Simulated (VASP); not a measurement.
Wanted: the native input for a VASP 6.6.1 run.

```
Task                   : single point
Functional             : PBE
Potentials or basis    : VASP PAW PBE potentials, release 64 (Cu)
Cutoff                 : 600 eV
k mesh                 : 20 × 20 × 20
Occupations            : gaussian, width 0.1 eV
Spin                   : no spin polarisation
Dipole correction      : no
Further INCAR settings : ALGO = Normal; EDIFF = 1e-06; NBANDS = 12
```

The structure of Cu lies in POSCAR:

```
Cu
1.0
    0.0000000000      1.8144667724      1.8144667724
    1.8144667724      0.0000000000      1.8144667724
    1.8144667724      1.8144667724      0.0000000000
Cu
1
Direct
    0.0000000000      0.0000000000      0.0000000000
```

The input as run:

INCAR

```
SYSTEM = Cu
ALGO = Normal
EDIFF = 1E-6
ENCUT = 600
GGA = PE
GGA_COMPAT = .FALSE.
ISIF = 2
ISMEAR = 0
LASPH = .TRUE.
LCHARG = .TRUE.
LELF = .TRUE.
LREAL = .FALSE.
LVHAR = .TRUE.
LWAVE = .FALSE.
NBANDS = 12
NELM = 120
PREC = Accurate
SIGMA = 0.1
```

KPOINTS

```
k-points
0
G
  20 20 20
  0 0 0
```

Potentials or basis: VASP PAW PBE potentials, release 64 (Cu).

Run with:

```bash
$ cat potpaw_PBE.64/Cu/POTCAR > POTCAR
$ mpirun -np 1 vasp_std > vasp.out
```

It gave:

The pressure is 0.7 GPa.

Run time: 25 s on 1 thread of AMD EPYC 7R13, with other jobs on the host, peak memory 0.17 GiB.
